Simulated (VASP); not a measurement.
Set up this calculation in VASP 6.6.1, as the native input.

```yaml
Task: single point
Functional: PBEsol
Potentials_or_basis: VASP PAW PBE potentials, release 64 (Co)
Cutoff: 520 eV
k_mesh: 4 × 4 × 4
Occupations: gaussian, width 0.1 eV
Spin: collinear spin, ferromagnetic start
Starting_moments: "[1.84, 1.84, 1.95, 1.95, 1.95, 1.95, 1.95, 1.95] μB"
Dipole_correction: no
Further_INCAR_settings: ALGO = Fast; EDIFF = 1e-06; NBANDS = 50
```

The structure of Co lies in POSCAR:

```
Co
1.0
    4.3986079452      0.0000000000      0.0000000000
    0.0000000000      4.3986079452      0.0000000000
    0.0000000000      0.0000000000      4.3986079452
Co
8
Direct
    0.5000000000      0.5000000000      0.5000000000
    0.0000000000      0.0000000000      0.0000000000
    0.2500000000      0.0000000000      0.5000000000
    0.5000000000      0.2500000000      0.0000000000
    0.5000000000      0.7500000000      0.0000000000
    0.7500000000      0.0000000000      0.5000000000
    0.0000000000      0.5000000000      0.7500000000
    0.0000000000      0.5000000000      0.2500000000
```

One way to write it, as run:

INCAR

```
SYSTEM = Co
ALGO = Fast ; EDIFF = 1E-6
ENCUT = 520 ; GGA = PS
ISIF = 2 ; ISMEAR = 0
ISPIN = 2 ; LASPH = .TRUE.
LCHARG = .FALSE. ; LMAXMIX = 4
LORBIT = 11 ; LREAL = .FALSE.
LWAVE = .FALSE. ; MAGMOM = 1.84 1.84 1.95 1.95 1.95 1.95 1.95 1.95
NBANDS = 50 ; NELM = 150
PREC = Accurate ; SIGMA = 0.1
```

KPOINTS

```
k-points
0
G
  4 4 4
  0 0 0
```

Potentials or basis: VASP PAW PBE potentials, release 64 (Co).

The run is started by

```sh
$ cat potpaw_PBE.64/Co/POTCAR > POTCAR
$ mpirun -np 1 vasp_std > vasp.out
```

Results of the run:

```yaml
Pressure: -0.9 GPa
Net_moment: 13.39 μB per cell
Site_moments: Co +1.60, +1.71 (each value once) μB
Valence_electrons_inside_the_program's_atomic_spheres: Co 8.35, 8.33 (each value once)
```

Caveat: the PAW data sets were made with another functional, which shifts forces and pressure a little.

Wall time 84 s on 1 thread of AMD EPYC 9R45 96-Core Processor (Zen 5), with other jobs on the host, peak memory 0.23 GiB.
